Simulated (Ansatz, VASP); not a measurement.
Given: the input of a run of Ansatz 0.2.0 on MnO2.

Contents of input.yaml:

```yaml
crystal:
  lattice:
    - [1.4564504782, 0.8408820756, 4.6738353618]
    - [-1.4564504782, 0.8408820756, 4.6738353618]
    - [0.0, -1.6817641514, 4.6738353618]
  atoms:
    - { symbol: Mn, position: [0.0, 0.0, 0.0], spin: 4.0 }
    - { symbol: O, position: [0.73563551, 0.73563551, 0.73563551] }
    - { symbol: O, position: [0.26436449, 0.26436449, 0.26436449] }
kpoints:
  mp_grid: { grid: [11, 11, 11] }
scf:
  occupations: { method: fermi_dirac, width: 0.05 }
hamiltonian:
  xc: pbesol
  pseudopotentials: { kind: all_electron, lapw: { basis_error: 0.001 } }
magnetization:
  spin_polarized: true
output:
  forces: true
  stress: true
  eigenvalues: true
```

Potentials or basis: all-electron LAPW, scalar-relativistic.

Command:

```bash
$ ansatz run input.yaml --threads 4 --pin off --max-ram 12288MiB --backend cpu --events-out ev --progress --plain --runs-dir out
```

Set up the same calculation for VASP 6.6.1. Potentials there: VASP PAW PBE potentials, release 64 (Mn_pv, O).

As run (the cutoff follows the program's own potentials):

Contents of INCAR:

```
PREC = Accurate ; ENCUT = 520
EDIFF = 1E-7 ; ISMEAR = -1
SIGMA = 0.05 ; LREAL = F
LASPH = T ; NELM = 150
ALGO = Normal ; ISIF = 2
LWAVE = F ; LCHARG = F
ISPIN = 2 ; MAGMOM = 4 0 0
LORBIT = 11 ; LMAXMIX = 4
GGA = PS ; NBANDS = 24
```

KPOINTS

```
Automatic mesh
0
Gamma
  11 11 11
```

File POSCAR:

```
MnO2
1.0
    1.4564504782      0.8408820756      4.6738353618
   -1.4564504782      0.8408820756      4.6738353618
    0.0000000000     -1.6817641514      4.6738353618
Mn O
1 2
Direct
    0.0000000000      0.0000000000      0.0000000000
    0.7356355100      0.7356355100      0.7356355100
    0.2643644900      0.2643644900      0.2643644900
```

Potentials or basis: VASP PAW PBE potentials, release 64 (Mn_pv, O).

The run is started by

```console
$ cat potpaw_PBE.64/Mn_pv/POTCAR potpaw_PBE.64/O/POTCAR > POTCAR
$ mpirun -np 1 vasp_std > vasp.out
```

Both were run:

|  | VASP | Ansatz | Ansatz less VASP |
| --- | --- | --- | --- |
| gap on the k mesh at the Fermi level (eV) | 0.93 | 0.98 | +0.047 |
| least direct gap on the mesh (eV) | 1.02 | 1.07 | +0.049 |
| pressure (GPa) | -11.2 | -12.0 | -0.79 |
| traceless stress, the component that is largest in VASP (GPa) | 3.90 | 4.26 | +0.361 |
| rms of the force components (eV/Å) | 0.396 | 0.430 | +0.0335 |
| net moment per atom (μB) | 1.00 | 1.00 | 0.000 |
| size of the moment on the site where the two differ most (μB) | 2.90 | 2.79 | -0.103 |

VASP's potentials were made for PBE, not for PBEsol. Site moments also hang on the region over which each program counts them. Atom by atom the forces differ by 0.034 eV/Å (rms over components). Ansatz ran all-electron here, and VASP with PAW potentials.
